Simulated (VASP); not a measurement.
Write the native input for VASP 6.6.1 that does the following.

```yaml
Task: single point
Functional: r2SCAN
Potentials_or_basis: VASP PAW PBE potentials, release 64 (Zr_sv, B)
Cutoff: 520 eV
k_mesh: 12 × 12 × 10
Occupations: fermi-dirac, width 0.1 eV
Spin: no spin polarisation
Dipole_correction: no
Further_INCAR_settings: ALGO = Normal; EDIFF = 1e-07; NBANDS = 16
```

ZrB2:

```
Zr B
1.0
     3.14595    0.00000    0.00000
    -1.57298    2.72447    0.00000
     0.00000    0.00000    3.52874
Zr B
1 2
Direct
  0.00000 0.00000 0.00000
  0.33333 0.66667 0.50000
  0.66667 0.33333 0.50000
```

These files were run (other wordings do the same):

POSCAR

```
ZrB2
1.0
    3.1459526800      0.0000000000      0.0000000000
   -1.5729763400      2.7244749400      0.0000000000
    0.0000000000      0.0000000000      3.5287382400
Zr B
1 2
Direct
    0.0000000000      0.0000000000      0.0000000000
    0.3333333333      0.6666666667      0.5000000000
    0.6666666667      0.3333333333      0.5000000000
```

INCAR.step1

```
SYSTEM = ZrB2
ALGO = Normal
EDIFF = 1E-4
ENCUT = 520
GGA = PE
ISMEAR = -1
LASPH = .TRUE.
LCHARG = .FALSE.
LREAL = .FALSE.
LWAVE = .TRUE.
NBANDS = 16
NELM = 80
PREC = Accurate
SIGMA = 0.1
```

INCAR.step2

```
SYSTEM = ZrB2
ALGO = Normal
EDIFF = 1E-7
ENCUT = 520
ISIF = 2
ISMEAR = -1
ISTART = 1
LASPH = .TRUE.
LCHARG = .FALSE.
LMIXTAU = .TRUE.
LREAL = .FALSE.
LWAVE = .FALSE.
METAGGA = R2SCAN
NBANDS = 16
NELM = 80
PREC = Accurate
SIGMA = 0.1
```

KPOINTS

```
k-points
0
G
  12 12 10
  0 0 0
```

Potentials or basis: VASP PAW PBE potentials, release 64 (Zr_sv, B).

Run with:

```sh
$ cat potpaw_PBE.64/Zr_sv/POTCAR potpaw_PBE.64/B/POTCAR > POTCAR
$ cp INCAR.step1 INCAR
$ mpirun -np 1 vasp_std > vasp.out
$ cp INCAR.step2 INCAR
$ mpirun -np 1 vasp_std > vasp.out
```

Results of the run:

```
Pressure               : 5.2 GPa
Band gap on the k mesh : zero (band 9 reaches 11.43 eV, above the bottom of band 10 at 10.20 eV)
```

Caveat: the PAW data sets were made with another functional, which shifts forces and pressure a little.

Wall time 2.2 min on 1 thread of AMD EPYC 9R45 96-Core Processor (Zen 5), on a shared host, peak memory 0.16 GiB.
